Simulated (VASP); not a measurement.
**TaSi2: single point with PBEsol**

The system is TaSi2.

```xyz
9
Lattice="4.7613 0.0000 0.0000 -2.3807 4.1234 0.0000 0.0000 0.0000 6.5579" Properties=species:S:1:pos:R:3 pbc="T T T"
Ta   -1.1903    2.0617    1.0930
Ta    1.1903    2.0617    5.4649
Ta    2.3807    0.0000    3.2789
Si    2.3807    2.8101    3.2789
Si   -1.2433    3.4668    5.4649
Si    1.2433    3.4668    1.0930
Si    0.0000    1.3133    3.2789
Si    3.6240    0.6566    5.4649
Si    1.1373    0.6566    1.0930
```

```yaml
Program: VASP 6.6.1
Task: single point
Functional: PBEsol
Potentials_or_basis: VASP PAW PBE potentials, release 64 (Ta_pv, Si)
Cutoff: 520 eV
k_mesh: 9 × 9 × 6
Occupations: gaussian, width 0.1 eV
Spin: no spin polarisation
Dipole_correction: no
Further_INCAR_settings: ALGO = Normal; EDIFF = 1e-06; NBANDS = 38
```

```json
{
  "Pressure": "0.2 GPa",
  "Band gap on the k mesh": "zero (an odd number of electrons rules out a gap without spin polarisation)"
}
```

Forces in eV/Å, atoms in the order of the input:
```
Ta   0.000  0.000  0.000
Ta   0.000  0.000  0.000
Ta   0.000  0.000  0.000
Si   0.000  0.003  0.000
Si  -0.002  0.001  0.000
Si   0.002  0.001  0.000
Si   0.000 -0.003  0.000
Si   0.002 -0.001  0.000
Si  -0.002 -0.001  0.000
```

Stress tensor (GPa, compression positive):
```
0.19 0.00 0.00
0.00 0.19 0.00
0.00 0.00 0.28
```

Levels at points of the mesh, in eV from the Fermi level:
| k point | band 26 | band 27 | band 28 | band 29 | band 30 | band 31 | band 32 | band 33 |
| --- | --- | --- | --- | --- | --- | --- | --- | --- |
| (0.00, 0.00, 0.00) | -2.41 | -2.22 | -2.22 | -1.48 | 0.69 | 3.01 | 3.01 | 3.51 |
| (0.00, 0.00, 0.50) | -1.98 | -1.78 | -1.78 | 1.11 | 1.11 | 2.69 | 2.69 | 3.44 |

Wall time 110 s on 1 thread of Intel(R) Xeon(R) 6975P-C (Granite Rapids), with other jobs on the host, peak memory 0.35 GiB.

Caveat: the PAW data sets were made with another functional, which shifts forces and pressure a little; spin-orbit coupling is left out, which moves the levels of the heavy elements; an odd number of electrons without spin polarisation forces a metal; a magnetic or distorted state may lie lower.
